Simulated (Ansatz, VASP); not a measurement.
Y3NbO: VASP beside Ansatz

```
CELL_PARAMETERS angstrom
6.64360 0.00000 0.00000
-3.32180 5.75353 0.00000
0.00000 0.00000 3.83331
ATOMIC_POSITIONS crystal
Y 0.50006 0.00000 0.50000
Y 0.00000 0.50006 0.50000
Y 0.49994 0.49994 0.50000
Nb 0.00000 0.00000 0.50000
O 0.00000 0.00000 0.00000
```

Alike in both runs: functional PBE; k mesh 6 × 6 × 4; occupations gaussian, width 0.1 eV; no spin polarisation.

Ansatz relaxed the structure, and its values are those at the end. VASP's run is a single point on that final structure, the one shown.

|  | VASP | Ansatz |
| --- | --- | --- |
| version | VASP 6.6.1 | Ansatz 0.2.0 |
| potentials or method | VASP PAW PBE potentials, release 64 (Y_sv, Nb_sv, O), cutoff 520 eV | scalar-relativistic, plane waves, PAW |
| valence electrons in the cell | 52 | 52 |

|  | VASP | Ansatz | Ansatz less VASP |
| --- | --- | --- | --- |
| gap on the k mesh at the Fermi level (eV) | none | none | - |
| pressure (GPa) | -0.1 | 0.0 | +0.14 |

A gap of «none» marks a metal or a gap that the smearing closes.

The k mesh is coarse, so the values compare programs but aren't converged.
